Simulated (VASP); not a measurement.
A run of VASP 6.6.1:

File INCAR:

```
SYSTEM = CaS
ALGO     = Normal         ! electronic algorithm
EDIFF    = 1E-8           ! SCF threshold, eV
ENCUT    = 500            ! plane-wave cutoff, eV
GGA      = PE             ! functional
GGA_COMPAT= .False.      
IBRION   = 8              ! ionic algorithm
ISIF     = 2              ! what is computed and relaxed
ISMEAR   = 0              ! smearing method
LASPH    = .True.         ! aspherical terms in the spheres
LCHARG   = .True.         ! write CHGCAR
LEPSILON = .True.         ! dielectric tensor by DFPT
LREAL    = .False.        ! projectors in reciprocal space
LWAVE    = .False.        ! write WAVECAR
NBANDS   = 15             ! bands
NELM     = 120            ! most SCF steps
NSW      = 1              ! ionic steps
PREC     = Accurate       ! precision mode
SIGMA    = 0.01           ! smearing width, eV
```

Contents of KPOINTS:

```
k-points
0
Gamma
  8 8 8
  0 0 0
```

Contents of POSCAR:

```
CaS
1.0
    0.0000000000      2.8559026101      2.8559026101
    2.8559026101      0.0000000000      2.8559026101
    2.8559026101      2.8559026101      0.0000000000
Ca S
1 1
Direct
    0.5000000000      0.5000000000      0.5000000000
    0.0000000000      0.0000000000      0.0000000000
```

Potentials or basis: VASP PAW PBE potentials, release 64 (Ca_sv, S).

The run is started by

```sh
$ cat potpaw_PBE.64/Ca_sv/POTCAR potpaw_PBE.64/S/POTCAR > POTCAR
$ mpirun -np 1 vasp_std > vasp.out
```

Hardware: 1 thread of AMD EPYC 7R43 64-Core Processor (Zen 3), on a shared host.

Question: How long does it take, and how much memory?

Answer: Run time: 12 min on 1 thread of AMD EPYC 7R43 64-Core Processor (Zen 3) (shared host), peak memory 0.22 GiB. Counts: scf iterations 241, k points 29.
